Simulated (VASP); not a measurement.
# Al3BN2 (Cmc2_1) in VASP: a series of runs

Al3BN2 is run at these levels: PBE; tasks: single point, relaxation of cell and atoms.

All numbers are computed with VASP 6.6.1; they aren't measurements. Logs are shortened: lines on timing, memory, paths and dates and some standing lists are left out, and cuts for length are marked.

**1. The cell of the first run**

The structure is orthorhombic, space group Cmc2_1 (No. 36). Conventional cell: a = 9.861 Å, b = 5.900 Å, c = 4.861 Å, α = 90.00°, β = 90.00°, γ = 90.00°. Within 2.5 Å of Al (site symmetry m) lie 2 N at 1.91 Å and 2 B at 2.04 to 2.34 Å. Within 2.5 Å of Al (site symmetry 1) lie 3 N at 1.90 to 1.92 Å and 1 B at 2.20 Å. Within 2.8 Å of B (site symmetry m) lie 5 Al at 2.04 to 2.70 Å and 2 B at 2.79 Å. N (site symmetry 1) has 4 Al at 1.90 to 1.92 Å within 2.5 Å.

**2. Single point, PBE**

Input file INCAR:

```
ALGO = Normal ; EDIFF = 1E-6
ENCUT = 520 ; GGA = PE
ISIF = 2 ; ISMEAR = 0
LASPH = T ; LCHARG = F
LREAL = F ; LWAVE = F
NBANDS = 34 ; NELM = 60
PREC = Accurate ; SIGMA = 0.15
```

Input file KPOINTS:

```
k-points
0
Gamma
  3 3 2
```

Input file POSCAR:

```
Al3BN2
1.0
    4.9303336087     -2.9499014187      0.0000000000
    4.9303336087      2.9499014187      0.0000000000
    0.0000000000      0.0000000000      4.8607796185
Al B N
6 2 4
Direct
    0.2288251849      0.7711748151      0.4183668698
    0.7711748151      0.2288251849      0.9183668698
    0.8534110260      0.5078828376      0.3822812568
    0.5078828376      0.8534110260      0.8822812568
    0.1465889740      0.4921171624      0.8822812568
    0.4921171624      0.1465889740      0.3822812568
    0.1159569678      0.8840430322     -0.0430384342
    0.8840430322      0.1159569678      0.4569615658
    0.8074825306      0.5363116166     -0.0074454746
    0.5363116166      0.8074825306      0.4925545254
    0.1925174694      0.4636883834      0.4925545254
    0.4636883834      0.1925174694     -0.0074454746
```

Potentials or basis: VASP PAW PBE potentials, release 64 (Al, B, N).

The run is started by

```console
> cat potpaw_PBE.64/Al/POTCAR potpaw_PBE.64/B/POTCAR potpaw_PBE.64/N/POTCAR > POTCAR
> mpirun -np 1 vasp_std > vasp.out
```

OUTCAR:

```text
EDIFF = 1E-6
   ENCUT = 520
   GGA = PE
   ISIF = 2
   ISMEAR = 0
   LASPH = T
   LREAL = F
   NELM = 60
   PREC = Accurate

 ion  position               nearest neighbor table
   1  0.229  0.771  0.418-  10 1.91  11 1.91   8 2.04   7 2.34   7 2.70   4 2.93   5 2.93   3 3.17
                             6 3.17   3 3.17   6 3.17   5 3.21   4 3.21
   2  0.771  0.229  0.918-   9 1.91  12 1.91   7 2.04   8 2.34   8 2.70   3 2.93   6 2.93   5 3.17
                             4 3.17   4 3.17   5 3.17   6 3.21   3 3.21
   3  0.853  0.508  0.382-  10 1.90   9 1.91  11 1.92   8 2.20   2 2.93   5 2.93   5 2.93   1 3.17
                             4 3.17   4 3.17   1 3.17   2 3.21   6 3.25   6 3.25
   4  0.508  0.853  0.882-   9 1.90  10 1.91  12 1.92   7 2.20   1 2.93   6 2.93   6 2.93   2 3.17
                             3 3.17   3 3.17   2 3.17   1 3.21   5 3.25   5 3.25
   5  0.147  0.492  0.882-  12 1.90  11 1.91   9 1.92   7 2.20   1 2.93   3 2.93   3 2.93   2 3.17
                             6 3.17   6 3.17   2 3.17   1 3.21   4 3.25   4 3.25
   6  0.492  0.147  0.382-  11 1.90  12 1.91  10 1.92   8 2.20   2 2.93   4 2.93   4 2.93   1 3.17
                             5 3.17   5 3.17   1 3.17   2 3.21   3 3.25   3 3.25
   7  0.116  0.884  0.957-   2 2.04   4 2.20   5 2.20   1 2.34   1 2.70
   8  0.884  0.116  0.457-   1 2.04   3 2.20   6 2.20   2 2.34   2 2.70
   9  0.807  0.536  0.993-   4 1.90   2 1.91   3 1.91   5 1.92
  10  0.536  0.807  0.493-   3 1.90   1 1.91   4 1.91   6 1.92
  11  0.193  0.464  0.493-   6 1.90   1 1.91   5 1.91   3 1.92
  12  0.464  0.193  0.993-   5 1.90   2 1.91   6 1.91   4 1.92

  LATTYP: Found a base centered orthorhombic cell.
 ALAT       =     5.8998028374
 B/A-ratio  =     1.6713553807
 C/A-ratio  =     0.8238884845

  Lattice vectors:

 A1 = (  -4.9303336087,  -2.9499014187,   0.0000000000)
 A2 = (   4.9303336087,  -2.9499014187,   0.0000000000)
 A3 = (   0.0000000000,   0.0000000000,   4.8607796185)

Analysis of symmetry for initial positions (statically):
=====================================================================
 Subroutine PRICEL returns:
 Original cell was already a primitive cell.

 Routine SETGRP: Setting up the symmetry group for a
 base centered orthorhombic supercell.

 Subroutine GETGRP returns: Found  4 space group operations
 (whereof  2 operations were pure point group operations)
 out of a pool of  8 trial point group operations.

The static configuration has the point symmetry C_1h.
 The point group associated with its full space group is C_2v.

Analysis of symmetry for dynamics (positions and initial velocities):
[... 128 lines left out ...]
   EMIN   =  10.00;   EMAX   =-10.00  energy-range for DOS
   EFERMI =   0.00;   METHOD = LEGACY
   ISMEAR =     0;   SIGMA  =   0.15  broadening in eV -4-tet -1-fermi 0-gaus
   EFERMI_NEDOS =   21; number of points for ismear=-14 and -15
   IALGO  =     38    algorithm
   IMIX   =      4    mixing-type and parameters
     AMIX     =   0.40;   BMIX     =  1.00
     AMIX_MAG =   1.60;   BMIX_MAG =  1.00
  volume/ion in A,a.u.               =      11.78        79.51
  Fermi-wavevector in a.u.,A,eV,Ry     =   1.109394  2.096451 16.745439  1.230755
  Thomas-Fermi vector in A             =   2.245933
   LORBIT       =      0    0 simple, 1 ext, 2 COOP (PROOUT), +10 PAW based schemes
   GGA     = PE    functional components
   LHFCALC =     F    Hartree Fock is set to
   AEXX    =    0.0000 exact exchange contribution
   IVDW    =     0    specifies the selected vdW correction
   LEPSILON=     F    determine dielectric tensor
   LRPA    =     F    only Hartree local field effects (RPA)
 non-spin polarized calculation
 Gauss-broadening in eV      SIGMA  =   0.15
  energy-cutoff  :      520.00
  volume of cell :      141.39
 maximum number of plane-waves:      3822
 NGX is ok and might be reduce to    48
   NGX = 21   NGY = 21   NGZ = 19

 number of electron      43.9999998 magnetization

 Free energy of the ion-electron system (eV)
  ---------------------------------------------------
  ext. energy  EPLUGINS =         0.00000000
  ---------------------------------------------------
  free energy    TOTEN  =       -75.51084376 eV

  energy without entropy =      -75.48617360  energy(sigma->0) =      -75.49850868

 E-fermi :   6.3646     XC(G=0): -10.4806

 val. band max:        6.2940341118   @ k =   0.0000   0.0000   0.5000
 cond. band min:       6.4773631149   @ k =   0.3333   0.0000   0.0000
 fundamental gap:      0.1833290030
 Fermi energy:         6.3646121683

 k-point     1 :       0.0000    0.0000    0.0000
  band No.  band energies     occupation
      1      -9.5543      2.00000
      2      -8.1237      2.00000
      3      -7.8205      2.00000
      4      -7.8107      2.00000
      5      -1.6601      2.00000
      6      -0.3876      2.00000
[... 285 lines left out ...]
     33      13.7380      0.00000
     34      13.7380      0.00000

------------------------ aborting loop because EDIFF is reached ----------------------------------------

  FORCE on cell =-STRESS in cart. coord.  units (eV):
  Direction    XX          YY          ZZ          XY          YZ          ZX
  --------------------------------------------------------------------------------------
  -------------------------------------------------------------------------------------
  Total        0.0938327      0.1291552     -0.1009814      0.0000000      0.0000000      0.0000000
  in kB        1.0632741      1.4635342     -1.1442794      0.0000000      0.0000000      0.0000000
  external PRESSURE =       0.4608430 kB  Pullay stress =       0.0000000 kB

 VOLUME and BASIS-vectors are now :
 -----------------------------------------------------------------------------
  energy-cutoff  :      520.00
  volume of cell :      141.39
      direct lattice vectors                 reciprocal lattice vectors
     4.930333609 -2.949901419  0.000000000     0.101413016 -0.169497190  0.000000000
     4.930333609  2.949901419  0.000000000     0.101413016  0.169497190  0.000000000
     0.000000000  0.000000000  4.860779618     0.000000000  0.000000000  0.205728315

 POSITION                                       TOTAL-FORCE (eV/Angst)
 -----------------------------------------------------------------------------------
      4.93033      1.59988      2.03359        -0.000000      0.006670     -0.005653
      4.93033     -1.59988      4.46398        -0.000000     -0.006670     -0.005653
      6.71163     -1.01927      1.85818         0.010419     -0.006273      0.010643
      6.71163      1.01927      4.28857         0.010419      0.006273      0.010643
      3.14903      1.01927      4.28857        -0.010419      0.006273      0.010643
      3.14903     -1.01927      1.85818        -0.010419     -0.006273      0.010643
      4.93033      2.26578      4.65158        -0.000000      0.012445     -0.004399
      4.93033     -2.26578      2.22119        -0.000000     -0.012445     -0.004399
      6.62535     -0.79993      4.82459        -0.029574     -0.020006     -0.005618
      6.62535      0.79993      2.39420        -0.029574      0.020006     -0.005618
      3.23531      0.79993      2.39420         0.029574      0.020006     -0.005618
      3.23531     -0.79993      4.82459         0.029574     -0.020006     -0.005618
 -----------------------------------------------------------------------------------
    total drift:                               -0.000000     -0.000000     -0.001057

  FREE ENERGIE OF THE ION-ELECTRON SYSTEM (eV)
  ---------------------------------------------------
  free  energy   TOTEN  =       -75.5108437607 eV

  energy  without entropy=      -75.4861736035  energy(sigma->0) =      -75.49850868
```

OSZICAR:

```text
N       E                     dE             d eps       ncg     rms          rms(c)
DAV:   1     0.139697142954E+03    0.13970E+03   -0.19179E+04   544   0.113E+03
DAV:   2    -0.706058608560E+02   -0.21030E+03   -0.20025E+03   696   0.213E+02
DAV:   3    -0.861967895295E+02   -0.15591E+02   -0.15453E+02   686   0.603E+01
DAV:   4    -0.864058703853E+02   -0.20908E+00   -0.20876E+00   688   0.771E+00
DAV:   5    -0.864089412875E+02   -0.30709E-02   -0.30700E-02   688   0.942E-01    0.183E+01
DAV:   6    -0.756513061204E+02    0.10758E+02   -0.41103E+01   670   0.303E+01    0.667E+00
DAV:   7    -0.755888131084E+02    0.62493E-01   -0.26381E+00   596   0.799E+00    0.443E+00
DAV:   8    -0.755476305688E+02    0.41183E-01   -0.79991E-01   662   0.432E+00    0.111E+00
DAV:   9    -0.755076646273E+02    0.39966E-01   -0.22516E-01   702   0.252E+00    0.508E-01
DAV:  10    -0.755103741539E+02   -0.27095E-02   -0.20987E-02   648   0.740E-01    0.143E-01
DAV:  11    -0.755109048461E+02   -0.53069E-03   -0.23702E-03   664   0.244E-01    0.112E-01
DAV:  12    -0.755108540776E+02    0.50769E-04   -0.98772E-04   696   0.149E-01    0.234E-02
DAV:  13    -0.755108428576E+02    0.11220E-04   -0.10365E-04   656   0.544E-02    0.613E-03
DAV:  14    -0.755108438980E+02   -0.10404E-05   -0.70229E-06   648   0.127E-02    0.262E-03
DAV:  15    -0.755108437607E+02    0.13734E-06   -0.89615E-07   318   0.432E-03
   1 F= -.75510844E+02 E0= -.75498509E+02  d E =-.246702E-01
```

It took 42 s on 1 thread of Intel Xeon Platinum 8259CL at 2.50GHz (Skylake/Cascade Lake), shared host; peak memory 0.27 GiB.

What came out:

* Free energy: -75.5108 eV
* Pressure: 0.0 GPa
* Largest force: 0.036 eV/Å
* Band gap on the k mesh: 0.18 eV (least direct gap 0.35 eV)

Forces in eV/Å, atoms in the order of the input:
```
Al   0.000  0.007 -0.006
Al   0.000 -0.007 -0.006
Al   0.010 -0.006  0.011
Al   0.010  0.006  0.011
Al  -0.010  0.006  0.011
Al  -0.010 -0.006  0.011
B    0.000  0.012 -0.004
B    0.000 -0.012 -0.004
N   -0.030 -0.020 -0.006
N   -0.030  0.020 -0.006
N    0.030  0.020 -0.006
N    0.030 -0.020 -0.006
```

Stress tensor (GPa, compression positive):
```
 0.11  0.00  0.00
 0.00  0.15  0.00
 0.00  0.00 -0.11
```

Levels at points of the mesh, in eV from the valence-band top:
```tsv
k point	band 20	band 21	band 22	band 23	band 24	band 25
(0.00, 0.00, 0.00)	-1.27	-0.21	-0.16	0.22	1.66	3.68
(0.00, 0.00, 0.50)	-1.34	0.00	0.00	2.03	2.03	4.66
```

Caveat: the k points lie up to 0.65 Å⁻¹ apart. A k mesh can miss the band edges.

**3. Relaxation of cell and atoms, PBE**

This run uses another cell than the first one, of 11.89 Å³/atom.

Input file INCAR:

```
PREC = Accurate
ENCUT = 600
EDIFF = 1E-6
ISMEAR = 0
SIGMA = 0.15
LREAL = False
LASPH = True
NELM = 100
ALGO = Normal
ISIF = 3
LWAVE = False
LCHARG = False
GGA = PE
IBRION = 2
NSW = 36
EDIFFG = -0.08
```

Input file KPOINTS:

```
regular mesh
0
Gamma
  3 3 2
```

Input file POSCAR:

```
Al3BN2
1.0
    4.8450000000     -2.7950000000      0.0000000000
    4.8450000000      2.7950000000      0.0000000000
    0.0000000000      0.0000000000      5.2700000000
Al B N
6 2 4
Direct
    0.1667000000      0.8333000000      0.3750000000
    0.8333000000      0.1667000000      0.8750000000
    0.8334000000      0.5000000000      0.3750000000
    0.5000000000      0.8334000000      0.8750000000
    0.1666000000      0.5000000000      0.8750000000
    0.5000000000      0.1666000000      0.3750000000
    0.1667000000      0.8333000000      0.0000000000
    0.8333000000      0.1667000000      0.5000000000
    0.8334000000      0.5000000000      0.0000000000
    0.5000000000      0.8334000000      0.5000000000
    0.1666000000      0.5000000000      0.5000000000
    0.5000000000      0.1666000000      0.0000000000
```

Potentials or basis: VASP PAW PBE potentials, release 64 (Al, B, N).

The run is started by

```console
> cat potpaw_PBE.64/Al/POTCAR potpaw_PBE.64/B/POTCAR potpaw_PBE.64/N/POTCAR > POTCAR
> mpirun -np 1 vasp_std > vasp.out
```

It took 7.8 min on 1 thread of Intel Xeon Platinum 8259CL at 2.50GHz (Skylake/Cascade Lake), shared host; peak memory 0.31 GiB.

It converged, with:

| Item | Value |
| --- | --- |
| Free energy | -75.5181 eV |
| Relaxed volume | 11.74 Å³/atom |
| Relaxed cell | a = 5.751 Å, b = 5.751 Å, c = 4.825 Å, α = 90.00°, β = 90.00°, γ = 62.01° |
| Space group after relaxing (to 0.1 Å) | Cmc2_1 (No. 36) |
| Energy gained by relaxing | 233.9 meV/atom |
| Ionic steps | 18 |
| Pressure after relaxing | 0.0 GPa |
| Largest force after relaxing | 0.057 eV/Å |
| Band gap on the k mesh | 0.19 eV (least direct gap 0.36 eV) |

Forces on the atoms (eV/Å):
```
Al   0.000  0.024  0.008
Al   0.000 -0.024  0.008
Al   0.003 -0.004 -0.009
Al   0.003  0.004 -0.009
Al  -0.003  0.004 -0.009
Al  -0.003 -0.004 -0.009
B    0.000 -0.012 -0.043
B    0.000  0.012 -0.043
N   -0.013  0.049  0.026
N   -0.013 -0.049  0.026
N    0.013 -0.049  0.026
N    0.013  0.049  0.026
```

Stress tensor (GPa, compression positive):
```
 0.16  0.00  0.00
 0.00 -0.61  0.00
 0.00  0.00  0.36
```

Step by step:
| step | energy change (eV) | largest force (eV/Å) | pressure (GPa) | volume (Å³) |
| --- | --- | --- | --- | --- |
| 1 | 0.0000 | 3.4597 | 3.29 | 142.73 |
| 2 | -1.7900 | 1.5200 | -3.10 | 147.79 |
| 3 | -2.0014 | 1.0413 | -5.01 | 150.08 |
| 4 | -2.3843 | 0.7293 | 2.35 | 142.01 |
| 5 | -2.3896 | 0.6995 | 3.53 | 140.93 |
| 6 | -2.5966 | 0.4648 | 0.38 | 143.05 |
| 7 | -2.6140 | 0.4742 | -0.80 | 143.90 |
| 8 | -2.6746 | 0.4277 | -0.27 | 142.96 |
| 9 | -2.6834 | 0.4265 | 0.13 | 142.43 |
| 10 | -2.7086 | 0.3328 | 0.05 | 142.22 |
| 11 | -2.7091 | 0.3768 | 0.04 | 142.19 |
| 12 | -2.7331 | 0.3097 | -0.11 | 142.10 |
| 13 | -2.7700 | 0.2962 | -0.57 | 141.82 |
| 14 | -2.7913 | 0.1358 | -0.01 | 141.11 |
| 15 | -2.7968 | 0.1439 | 0.48 | 140.53 |
| 16 | -2.8036 | 0.1290 | 0.26 | 140.65 |
| 17 | -2.8040 | 0.1266 | 0.20 | 140.69 |
| 18 | -2.8067 | 0.0572 | -0.03 | 140.93 |

Final structure:
```yaml
crystal:
  lattice:
    - [4.92951, -2.96242, 0.00000]
    - [4.92951, 2.96242, 0.00000]
    - [0.00000, 0.00000, 4.82544]
  atoms:
    - { symbol: Al, position: [0.22867, 0.77133, 0.41674] }
    - { symbol: Al, position: [0.77133, 0.22867, 0.91674] }
    - { symbol: Al, position: [0.85268, 0.50802, 0.38416] }
    - { symbol: Al, position: [0.50802, 0.85268, 0.88416] }
    - { symbol: Al, position: [0.14732, 0.49197, 0.88416] }
    - { symbol: Al, position: [0.49197, 0.14732, 0.38416] }
    - { symbol: B, position: [0.11415, 0.88585, 0.95784] }
    - { symbol: B, position: [0.88585, 0.11415, 0.45784] }
    - { symbol: N, position: [0.80799, 0.53534, 0.99105] }
    - { symbol: N, position: [0.53534, 0.80799, 0.49105] }
    - { symbol: N, position: [0.19201, 0.46466, 0.49105] }
    - { symbol: N, position: [0.46466, 0.19201, 0.99105] }
```

Levels at points of the mesh, in eV from the valence-band top:
```tsv
k point	band 20	band 21	band 22	band 23	band 24	band 25
(0.00, 0.00, 0.00)	-1.34	-0.23	-0.16	0.23	1.69	3.70
(0.00, 0.00, 0.50)	-1.39	0.00	0.00	2.07	2.07	4.64
```

Caveat: the k points lie up to 0.65 Å⁻¹ apart in the final cell; the relaxation stopped at a loose force limit of 0.08 eV/Å, so its end isn't a converged minimum. A k mesh can miss the band edges.

**4. Single point, PBE**

Input file INCAR:

```
SYSTEM = Al3BN2
ALGO     = Normal         ! electronic algorithm
EDIFF    = 1E-6           ! SCF threshold, eV
ENCUT    = 520            ! plane-wave cutoff, eV
GGA      = PE             ! functional
ISIF     = 2              ! what is computed and relaxed
ISMEAR   = 0              ! smearing method
LASPH    = .TRUE.         ! aspherical terms in the spheres
LCHARG   = .FALSE.        ! write CHGCAR
LREAL    = .FALSE.        ! projectors in reciprocal space
LWAVE    = .FALSE.        ! write WAVECAR
NBANDS   = 34             ! bands
NELM     = 60             ! most SCF steps
PREC     = Accurate       ! precision mode
SIGMA    = 0.1            ! smearing width, eV
```

Input file KPOINTS:

```
k-points
0
G
  6 6 6
  0 0 0
```

Input file POSCAR:

```
Al3BN2
1.0
    5.0199975086     -2.9081565274      0.0000000000
    5.0199975086      2.9081565274      0.0000000000
    0.0000000000      0.0000000000      4.8418417596
Al B N
6 2 4
Direct
    0.2239480057      0.7760519943      0.4070750747
    0.7760519943      0.2239480057      0.9070750747
    0.8518218937      0.5092797279      0.3879988319
    0.5092797279      0.8518218937      0.8879988319
    0.1481781063      0.4907202721      0.8879988319
    0.4907202721      0.1481781063      0.3879988319
    0.1386580055      0.8613419945      0.9556346314
    0.8613419945      0.1386580055      0.4556346314
    0.8149033212      0.5231496637      0.9931463149
    0.5231496637      0.8149033212      0.4931463149
    0.1850966788      0.4768503363      0.4931463149
    0.4768503363      0.1850966788      0.9931463149
```

The run is started by

```console
> cat potpaw_PBE.64/Al/POTCAR potpaw_PBE.64/B/POTCAR potpaw_PBE.64/N/POTCAR > POTCAR
> mpirun -np 1 vasp_std > vasp.out
```

Wall time 3.5 min (1 thread of Intel Xeon Platinum 8259CL at 2.50GHz (Skylake/Cascade Lake), shared host); peak memory 0.4 GiB.

Results (log left out):

- Free energy: -75.3869 eV
- Pressure: -0.2 GPa
- Largest force: 0.008 eV/Å
- Band gap on the k mesh: zero (bands 22 and 23 overlap by 0.23 eV)

Forces in eV/Å, atoms in the order of the input:
```
Al   0.000 -0.001 -0.004
Al   0.000  0.001 -0.004
Al   0.005 -0.004 -0.005
Al   0.005  0.004 -0.005
Al  -0.005  0.004 -0.005
Al  -0.005 -0.004 -0.005
B    0.000 -0.004  0.003
B    0.000  0.004  0.003
N    0.003 -0.001  0.005
N    0.003  0.001  0.005
N   -0.003  0.001  0.005
N   -0.003 -0.001  0.005
```

Stress tensor (GPa, compression positive):
```
-0.21  0.00  0.00
 0.00 -0.22  0.00
 0.00  0.00 -0.14
```

Levels at points of the mesh, in eV from the Fermi level:
| k point | band 18 | band 19 | band 20 | band 21 | band 22 | band 23 | band 24 | band 25 | band 26 | band 27 |
| --- | --- | --- | --- | --- | --- | --- | --- | --- | --- | --- |
| (0.00, 0.00, 0.00) | -2.62 | -1.91 | -1.37 | -0.43 | -0.21 | -0.01 | 1.33 | 3.70 | 4.21 | 4.22 |
| (0.50, 0.00, 0.00) | -2.71 | -1.67 | -1.17 | -0.69 | -0.24 | -0.12 | 0.73 | 3.65 | 4.65 | 5.08 |
| (0.50, 0.50, 0.00) | -2.12 | -1.93 | -1.79 | -0.88 | 0.06 | 0.12 | 1.34 | 3.13 | 5.13 | 5.54 |
| (0.00, 0.00, 0.50) | -2.26 | -1.31 | -1.31 | -0.22 | -0.22 | 1.55 | 1.55 | 4.68 | 4.68 | 5.79 |
| (0.50, 0.00, 0.50) | -2.74 | -1.36 | -1.36 | -0.52 | -0.52 | 1.41 | 1.41 | 3.98 | 3.98 | 5.06 |
| (0.50, 0.50, 0.50) | -2.29 | -1.70 | -1.70 | -0.51 | -0.51 | 0.90 | 0.90 | 4.26 | 4.26 | 4.83 |

Caveat: semilocal functionals underestimate gaps, and a narrow one can read as zero.

**5. The runs side by side**

```tsv
task	cell	k mesh	cutoff (eV)	smearing	gap on the mesh (eV)	pressure (GPa)	largest force (eV/Å)
single point	a = 5.745, b = 5.745, c = 4.861 Å, angles 90.0, 90.0, 61.8°, 12 atoms, atomic positions A	3 × 3 × 2	520	gaussian 0.15 eV	0.18	0.0	0.04
relaxation of cell and atoms	relaxed from a = 5.593, b = 5.593, c = 5.270 Å, angles 90.0, 90.0, 60.0°, 12 atoms, atomic positions B	3 × 3 × 2	600	gaussian 0.15 eV	0.19	0.0	0.06
single point	a = 5.802, b = 5.802, c = 4.842 Å, angles 90.0, 90.0, 60.2°, 12 atoms, atomic positions C	6 × 6 × 6	520	gaussian 0.1 eV	none	-0.2	0.01
```

Alike in all rows: level PBE; potentials or basis VASP PAW PBE potentials, release 64 (Al, B, N); no spin polarisation.

Caveats: some runs use coarse meshes; the relaxation stopped at a loose force limit of 0.08 eV/Å, so its end isn't a converged minimum (at least some runs); semilocal functionals underestimate gaps, and a narrow one can read as zero (at least some runs).

Total energies depend on the potentials used, so only differences within one code and one set of settings carry meaning.
